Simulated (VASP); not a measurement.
Input of a VASP 6.6.1 run:

Contents of INCAR:

```
ALGO = Normal
EDIFF = 1E-7
ENCUT = 520
GGA = PE
ISIF = 2
ISMEAR = 0
LASPH = T
LCHARG = F
LREAL = F
LWAVE = F
NBANDS = 34
NELM = 100
PREC = Accurate
SIGMA = 0.05
```

File KPOINTS:

```
k-points
0
Gamma
  6 6 4
```

POSCAR

```
SiO2
1.0
    4.9522165930      0.0000000000      0.0000000000
   -2.4761082965      4.2887453746      0.0000000000
    0.0000000000      0.0000000000      5.5012710941
Si O
3 6
Direct
    0.0000000000      0.5000000000      0.3333333333
    0.5000000000      0.5000000000      0.6666666667
    0.5000000000      0.0000000000      0.0000000000
    0.5839605948      0.7919802974      0.8333333333
    0.7919802974      0.5839605948      0.5000000000
    0.7919802974      0.2080197026      0.1666666667
    0.4160394052      0.2080197026      0.8333333333
    0.2080197026      0.4160394052      0.5000000000
    0.2080197026      0.7919802974      0.1666666667
```

Potentials or basis: VASP PAW PBE potentials, release 64 (Si, O).

Run with:

```console
$ cat potpaw_PBE.64/Si/POTCAR potpaw_PBE.64/O/POTCAR > POTCAR
$ mpirun -np 1 vasp_std > vasp.out
```

Problem. Predict the pressure.

Solution. 15.5 GPa.

Problem. What does it give for the largest force?

Solution. 0.629 eV/Å.

Forces on the atoms (eV/Å):
```
Si   0.000  0.000  0.000
Si   0.000  0.000  0.000
Si   0.000  0.000  0.000
O    0.545  0.315  0.000
O    0.000  0.629  0.000
O    0.545 -0.315  0.000
O   -0.545 -0.315  0.000
O    0.000 -0.629  0.000
O   -0.545  0.315  0.000
```

Caveat: the cell differs from its parent crystal (strain -0.030 along x and y, -0.015 along z).
